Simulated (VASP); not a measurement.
# AlN (kat) (F-43m) in VASP: a series of runs

AlN (kat) is run at these levels: LDA; tasks: single point, relaxation of the atoms.

Program: VASP 6.6.1. These are calculated values, not measurements. Logs are shortened: lines on timing, memory, paths and dates and some standing lists are left out, and cuts for length are marked.

## Step 1: The cell of the first run

It takes space group F-43m (No. 216, cubic). Conventional cell: a = 4.370 Å, b = 4.370 Å, c = 4.370 Å, α = 90.00°, β = 90.00°, γ = 90.00°. Within 2.5 Å of Al (site symmetry -43m) lie 4 N at 1.89 Å. N (site symmetry -43m) has 4 Al at 1.89 Å within 2.5 Å.

## Step 2: Single point, LDA (strained cell)

File INCAR:

```
SYSTEM = AlN
  ALGO = Normal
  EDIFF = 1E-6
  ENCUT = 520
  GGA = CA
  ISIF = 2
  ISMEAR = 0
  LASPH = .True.
  LCHARG = .False.
  LREAL = .False.
  LWAVE = .False.
  NBANDS = 11
  NELM = 80
  PREC = Accurate
  SIGMA = 0.02
```

File KPOINTS:

```
k-points
0
Gamma
  10 10 10
  0 0 0
```

File POSCAR:

```
AlN
1.0
    0.0000000000      2.1847547396      2.1847547396
    2.1847547396      0.0000000000      2.1847547396
    2.1847547396      2.1847547396      0.0000000000
Al N
1 1
Direct
    0.0000000000      0.0000000000      0.0000000000
    0.2500000000      0.2500000000      0.2500000000
```

Potentials or basis: VASP PAW LDA potentials, release 64 (Al, N).

Command:

```bash
cat potpaw_LDA.64/Al/POTCAR potpaw_LDA.64/N/POTCAR > POTCAR
mpirun -np 1 vasp_std > vasp.out
```

OUTCAR:

```text
SYSTEM = AlN
   EDIFF = 1E-6
   ENCUT = 520
   GGA = CA
   ISIF = 2
   ISMEAR = 0
   LASPH = .True.
   LREAL = .False.
   NELM = 80
   PREC = Accurate

 ion  position               nearest neighbor table
   1  0.000  0.000  0.000-   2 1.89   2 1.89   2 1.89   2 1.89
   2  0.250  0.250  0.250-   1 1.89   1 1.89   1 1.89   1 1.89

  LATTYP: Found a face centered cubic cell.
 ALAT       =     4.3695094792

  Lattice vectors:

 A1 = (   0.0000000000,   2.1847547396,   2.1847547396)
 A2 = (   2.1847547396,   0.0000000000,   2.1847547396)
 A3 = (   2.1847547396,   2.1847547396,   0.0000000000)

Analysis of symmetry for initial positions (statically):
=====================================================================
 Subroutine PRICEL returns:
 Original cell was already a primitive cell.

 Routine SETGRP: Setting up the symmetry group for a
 face centered cubic supercell.

 Subroutine GETGRP returns: Found 24 space group operations
 (whereof 24 operations were pure point group operations)
 out of a pool of 48 trial point group operations.

The static configuration has the point symmetry T_d .

Analysis of symmetry for dynamics (positions and initial velocities):
=====================================================================
 Subroutine PRICEL returns:
 Original cell was already a primitive cell.

 Routine SETGRP: Setting up the symmetry group for a
 face centered cubic supercell.

 Subroutine GETGRP returns: Found 24 space group operations
 (whereof 24 operations were pure point group operations)
 out of a pool of 48 trial point group operations.

The dynamic configuration has the point symmetry T_d .

 Subroutine INISYM returns: Found 24 space group operations
 (whereof 24 operations are pure point group operations),
 and found     1 'primitive' translations

----------------------------------------------------------------------------------------

                                     Primitive cell

  volume of cell :      20.8563

  direct lattice vectors                    reciprocal lattice vectors
     0.000000000  2.184754740  2.184754740    -0.228858641  0.228858641  0.228858641
     2.184754740  0.000000000  2.184754740     0.228858641 -0.228858641  0.228858641
     2.184754740  2.184754740  0.000000000     0.228858641  0.228858641 -0.228858641

  length of vectors
     3.089709783  3.089709783  3.089709783     0.396394793  0.396394793  0.396394793

  position of ions in fractional coordinates (direct lattice)
     0.000000000  0.000000000  0.000000000
     0.250000000  0.250000000  0.250000000

  ion indices of the primitive-cell ions
[... 79 lines left out ...]
   IBRION =     -1    ionic relax: 0-MD 1-quasi-New 2-CG
   NFREE  =      0    steps in history (QN), initial steepest desc. (CG)
   ISIF   =      2    stress and relaxation
   ISYM   =      2    0-nonsym 1-usesym 2-fastsym
   POTIM  = 0.5000    time-step for ionic-motion
   TEBEG  =    0.0;   TEEND  =   0.0 temperature during run
   PSTRESS=    0.0 pullay stress
   NELECT =       8.0000    total number of electrons
   NUPDOWN=      -1.0000    fix difference up-down
   EMIN   =  10.00;   EMAX   =-10.00  energy-range for DOS
   EFERMI =   0.00;   METHOD = LEGACY
   ISMEAR =     0;   SIGMA  =   0.02  broadening in eV -4-tet -1-fermi 0-gaus
   EFERMI_NEDOS =   21; number of points for ismear=-14 and -15
   IALGO  =     38    algorithm
   IMIX   =      4    mixing-type and parameters
     AMIX     =   0.40;   BMIX     =  1.00
     AMIX_MAG =   1.60;   BMIX_MAG =  1.00
  volume/ion in A,a.u.               =      10.43        70.37
  Fermi-wavevector in a.u.,A,eV,Ry     =   1.189485  2.247800 19.250523  1.414873
  Thomas-Fermi vector in A             =   2.325591
   LORBIT       =      0    0 simple, 1 ext, 2 COOP (PROOUT), +10 PAW based schemes
   GGA     = CA    functional components
   LHFCALC =     F    Hartree Fock is set to
   AEXX    =    0.0000 exact exchange contribution
   IVDW    =     0    specifies the selected vdW correction
   LEPSILON=     F    determine dielectric tensor
   LRPA    =     F    only Hartree local field effects (RPA)
 non-spin polarized calculation
 Gauss-broadening in eV      SIGMA  =   0.02
  energy-cutoff  :      520.00
  volume of cell :       20.86
 maximum number of plane-waves:       588
   NGX = 11   NGY = 11   NGZ = 11

 number of electron       8.0000001 magnetization

 Free energy of the ion-electron system (eV)
  ---------------------------------------------------
  ext. energy  EPLUGINS =         0.00000000
  ---------------------------------------------------
  free energy    TOTEN  =       -16.37247830 eV

  energy without entropy =      -16.37247830  energy(sigma->0) =      -16.37247830

 E-fermi :   5.8533     XC(G=0): -11.2617

 val. band max:        5.6983940523   @ k =   0.0000   0.0000   0.0000
 cond. band min:       8.9208946829   @ k =   0.5000   0.5000   0.0000
 fundamental gap:      3.2225006306
 Fermi energy:         5.8532969858

 k-point     1 :       0.0000    0.0000    0.0000
  band No.  band energies     occupation
      1      -9.1185      2.00000
      2       5.6984      2.00000
      3       5.6984      2.00000
      4       5.6984      2.00000
      5       9.9238      0.00000
      6      18.0221      0.00000
      7      18.0221      0.00000
      8      18.0221      0.00000
      9      23.2139      0.00000
     10      23.2139      0.00000
     11      24.5964      0.00000
[... 309 lines left out ...]
 k-point    24 :       0.4000    0.3000    0.0000
  band No.  band energies     occupation
      1      -7.0526      2.00000
      2       1.5331      2.00000
      3       3.9760      2.00000
      4       4.2799      2.00000
      5      10.5204      0.00000
      6      15.0260      0.00000
      7      17.7827      0.00000
      8      20.0531      0.00000
      9      20.5544      0.00000
     10      26.7772      0.00000
     11      29.0820      0.00000

 [... further k-points ...]
[... 5 lines left out ...]
  --------------------------------------------------------------------------------------
  -------------------------------------------------------------------------------------
  Total       -0.4212235     -0.4212235     -0.4212235      0.0000000     -0.0000000      0.0000000
  in kB      -32.3582558    -32.3582558    -32.3582558      0.0000000     -0.0000000      0.0000000
  external PRESSURE =     -32.3582558 kB  Pullay stress =       0.0000000 kB

 VOLUME and BASIS-vectors are now :
 -----------------------------------------------------------------------------
  energy-cutoff  :      520.00
  volume of cell :       20.86
      direct lattice vectors                 reciprocal lattice vectors
     0.000000000  2.184754740  2.184754740    -0.228858641  0.228858641  0.228858641
     2.184754740  0.000000000  2.184754740     0.228858641 -0.228858641  0.228858641
     2.184754740  2.184754740  0.000000000     0.228858641  0.228858641 -0.228858641

 POSITION                                       TOTAL-FORCE (eV/Angst)
 -----------------------------------------------------------------------------------
      0.00000      0.00000      0.00000         0.000000      0.000000      0.000000
      1.09238      1.09238      1.09238        -0.000000     -0.000000     -0.000000
 -----------------------------------------------------------------------------------
    total drift:                               -0.000000     -0.000000     -0.000000

  FREE ENERGIE OF THE ION-ELECTRON SYSTEM (eV)
  ---------------------------------------------------
  free  energy   TOTEN  =       -16.3724783033 eV

  energy  without entropy=      -16.3724783033  energy(sigma->0) =      -16.37247830
```

It took 10 s on 1 thread of Intel Xeon 8259CL, shared host; peak memory 0.12 GiB.

Results:

```
Free energy            : -16.3725 eV
Pressure               : -3.2 GPa
Band gap on the k mesh : 3.22 eV, indirect (least direct gap 4.23 eV)
```

Levels at points of the mesh, in eV from the valence-band top:
```tsv
k point	band 1	band 2	band 3	band 4	band 5	band 6	band 7	band 8
(0.00, 0.00, 0.00)	-14.82	0.00	0.00	0.00	4.23	12.32	12.32	12.32
(0.50, 0.00, 0.00)	-12.70	-5.91	-0.49	-0.49	7.26	9.76	10.96	10.96
(0.50, 0.50, 0.00)	-12.04	-4.95	-1.79	-1.79	3.22	8.40	13.74	15.48
```

Caveat: the cell differs from its parent crystal (strained cell). A k mesh can miss the band edges.

## Step 3: Relaxation of the atoms, LDA (strained cell)

File INCAR:

```
SYSTEM = AlN
PREC = Accurate
ENCUT = 520
EDIFF = 1E-6
ISMEAR = 0
SIGMA = 0.02
LREAL = .False.
LASPH = .True.
NELM = 100
ALGO = Normal
ISIF = 2
LWAVE = .False.
LCHARG = .False.
IBRION = 2
NSW = 60
EDIFFG = -0.002
```

File KPOINTS:

```
Automatic mesh
0
Gamma
  10 10 10
  0 0 0
```

POSCAR is that of step 2.

Potentials or basis: VASP PAW LDA potentials, release 64 (Al, N).

Command:

```bash
cat potpaw_LDA.64/Al/POTCAR potpaw_LDA.64/N/POTCAR > POTCAR
mpirun -np 1 vasp_std > vasp.out
```

OUTCAR:

```text
SYSTEM = AlN
   PREC = Accurate
   ENCUT = 520
   EDIFF = 1E-6
   ISMEAR = 0
   LREAL = .False.
   LASPH = .True.
   NELM = 100
   ISIF = 2
   IBRION = 2
   NSW = 60
   EDIFFG = -0.002

 ion  position               nearest neighbor table
   1  0.000  0.000  0.000-   2 1.89   2 1.89   2 1.89   2 1.89
   2  0.250  0.250  0.250-   1 1.89   1 1.89   1 1.89   1 1.89

  LATTYP: Found a face centered cubic cell.
 ALAT       =     4.3695094792

  Lattice vectors:

 A1 = (   0.0000000000,   2.1847547396,   2.1847547396)
[... 444 lines left out ...]
      5      10.5204      0.00000
      6      15.0260      0.00000
      7      17.7825      0.00000
      8      20.0531      0.00000

 [... further k-points ...]
[... 5 lines left out ...]
  --------------------------------------------------------------------------------------
  -------------------------------------------------------------------------------------
  Total       -0.4187409     -0.4187409     -0.4187409     -0.0000000      0.0000000     -0.0000000
  in kB      -32.1675456    -32.1675456    -32.1675456     -0.0000000      0.0000000     -0.0000000
  external PRESSURE =     -32.1675456 kB  Pullay stress =       0.0000000 kB

 VOLUME and BASIS-vectors are now :
 -----------------------------------------------------------------------------
  energy-cutoff  :      520.00
  volume of cell :       20.86
      direct lattice vectors                 reciprocal lattice vectors
     0.000000000  2.184754740  2.184754740    -0.228858641  0.228858641  0.228858641
     2.184754740  0.000000000  2.184754740     0.228858641 -0.228858641  0.228858641
     2.184754740  2.184754740  0.000000000     0.228858641  0.228858641 -0.228858641

 POSITION                                       TOTAL-FORCE (eV/Angst)
 -----------------------------------------------------------------------------------
      0.00000      0.00000      0.00000        -0.000000     -0.000000     -0.000000
      1.09238      1.09238      1.09238         0.000000      0.000000      0.000000
 -----------------------------------------------------------------------------------
    total drift:                               -0.000000     -0.000000     -0.000000

  FREE ENERGIE OF THE ION-ELECTRON SYSTEM (eV)
  ---------------------------------------------------
  free  energy   TOTEN  =       -16.3724782967 eV

  energy  without entropy=      -16.3724782967  energy(sigma->0) =      -16.37247830

 reached required accuracy - stopping structural energy minimisation
```

Run time: 10 s. Hardware: 1 thread of Intel Xeon 8259CL, shared host; peak memory 0.12 GiB.

What came out:

```yaml
Free_energy: -16.3725 eV
Pressure_after_relaxing: -3.2 GPa
Band_gap_on_the_k_mesh: 3.22 eV, indirect (least direct gap 4.23 eV)
```

Final structure:
```
Al N
1.0
     0.00000    2.18475    2.18475
     2.18475    0.00000    2.18475
     2.18475    2.18475    0.00000
Al N
1 1
Cartesian
  0.0000 0.0000 0.0000
  1.0924 1.0924 1.0924
```

Caveat: the cell differs from its parent crystal (strained cell); the relaxation stopped at its first step, so nothing moved. A k mesh can miss the band edges.
